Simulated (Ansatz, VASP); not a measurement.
## NiSb: VASP beside Ansatz

INCAR

```
PREC     = Accurate       # precision mode
ENCUT    = 520            # plane-wave cutoff, eV
EDIFF    = 1E-6           # SCF threshold, eV
ISMEAR   = -1             # smearing method
SIGMA    = 0.05           # smearing width, eV
LREAL    = False          # projectors in reciprocal space
LASPH    = True           # aspherical terms in the spheres
NELM     = 150            # most SCF steps
ALGO     = Normal         # electronic algorithm
ISIF     = 2              # what is computed and relaxed
LWAVE    = False          # write WAVECAR
LCHARG   = False          # write CHGCAR
ISPIN    = 2              # spin polarisation
MAGMOM   = 0 0 1 -0.5     # initial moments
LORBIT   = 11             # projections on sites
LMAXMIX  = 4              # l up to which the mixer works
GGA      = PE             # functional
NBANDS   = 27             # bands
```

Contents of KPOINTS:

```
Automatic mesh
0
Gamma
  8 8 5
```

POSCAR

```
NiSb
1.0
    3.9280000000      0.0000000000      0.0000000000
   -1.9640000000      3.4017477861      0.0000000000
    0.0000000000      0.0000000000      5.1200000000
Sb Ni
2 2
Direct
    0.6666666667      0.3333333333      0.7500000000
    0.3333333333      0.6666666667      0.2500000000
    0.0000000000      0.0000000000      0.5000000000
    0.0000000000      0.0000000000      0.0000000000
```

The input input.yaml:

```yaml
crystal:
  lattice:
    - [3.928, 0.0, 0.0]
    - [-1.964, 3.4017477861, 0.0]
    - [0.0, 0.0, 5.12]
  atoms:
    - { symbol: Sb, position: [0.6666666667, 0.3333333333, 0.75] }
    - { symbol: Sb, position: [0.3333333333, 0.6666666667, 0.25] }
    - { symbol: Ni, position: [0.0, 0.0, 0.5], spin: 1.0 }
    - { symbol: Ni, position: [0.0, 0.0, 0.0], spin: -0.5 }
hamiltonian:
  xc: pbe
  pseudopotentials: { kind: paw }
magnetization:
  spin_polarized: true
kpoints:
  mp_grid: { grid: [8, 8, 5] }
scf:
  occupations: { method: fermi_dirac, width: 0.05 }
output:
  forces: true
  stress: true
  eigenvalues: true
```

Alike in both runs: task single point; functional PBE; k mesh 8 × 8 × 5; occupations fermi-dirac, width 0.05 eV; collinear spin.

|  | VASP | Ansatz |
| --- | --- | --- |
| version | VASP 6.6.1 | Ansatz 0.2.0 |
| potentials or method | VASP PAW PBE potentials, release 64 (Sb, Ni) | Ansatz PAW |
| plane-wave cutoff (eV) | 520 | 420 |
| valence electrons in the cell | 30 | 66 |

Ansatz gave:

| Item | Value |
| --- | --- |
| gap on the k mesh at the Fermi level (eV) | none |
| pressure (GPa) | 3.8 |
| traceless stress, the component that is largest in VASP (GPa) | -0.46 |
| net moment per atom (μB) | 0.00 |

Which values does VASP return?

gap on the k mesh at the Fermi level (eV): none; pressure (GPa): 3.6; traceless stress, the component that is largest in VASP (GPa): -0.33; net moment per atom (μB): 0.00.

A gap of «none» marks a metal or a gap that the smearing closes. VASP's potentials hold 30 valence electrons a cell and Ansatz's 66, so a difference there can come from the potentials and not from the codes.

Spin-orbit coupling is off throughout.
